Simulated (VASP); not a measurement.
Write the native input for VASP 6.6.1 that does the following.

| Item | Value |
| --- | --- |
| Task | single point |
| Functional | PBE |
| Potentials or basis | VASP PAW PBE potentials, release 64 (Na_pv, F) |
| Cutoff | 520 eV |
| k mesh | 10 × 10 × 10 |
| Occupations | fermi-dirac, width 0.02 eV |
| Spin | no spin polarisation |
| Dipole correction | no |
| Further INCAR settings | ALGO = Normal; EDIFF = 1e-06; NBANDS = 14 |

The structure of NaF lies in POSCAR:

```
NaF
1.0
   -0.0867344188      2.2832538977      2.2832538977
    2.2832538977     -0.0867344188      2.2832538977
    2.2832538977      2.2832538977     -0.0867344188
Na F
1 1
Direct
    0.0000000000      0.0000000000      0.0000000000
    0.5000000000      0.5000000000      0.5000000000
```

This cell differs from its parent crystal: epitaxial 111 strain +3.2%.

These files were run (other wordings do the same):

INCAR

```
PREC = Accurate ; ENCUT = 520
EDIFF = 1E-6 ; ISMEAR = -1
SIGMA = 0.02 ; LREAL = False
LASPH = True ; NELM = 80
ALGO = Normal ; ISIF = 2
LWAVE = False ; LCHARG = False
GGA = PE ; NBANDS = 14
```

KPOINTS

```
regular mesh
0
Gamma
  10 10 10
```

Potentials or basis: VASP PAW PBE potentials, release 64 (Na_pv, F).

Command:

```sh
$ cat potpaw_PBE.64/Na_pv/POTCAR potpaw_PBE.64/F/POTCAR > POTCAR
$ mpirun -np 1 vasp_std > vasp.out
```

Results of the run:

```yaml
Pressure: 1.3 GPa
Band_gap_on_the_k_mesh: 6.13 eV, direct
```

Caveat: the cell differs from its parent crystal (epitaxial 111 strain +3.2%).

It used 14 s of CPU time on 1 thread of Intel Xeon 6975P-C, on a shared host.
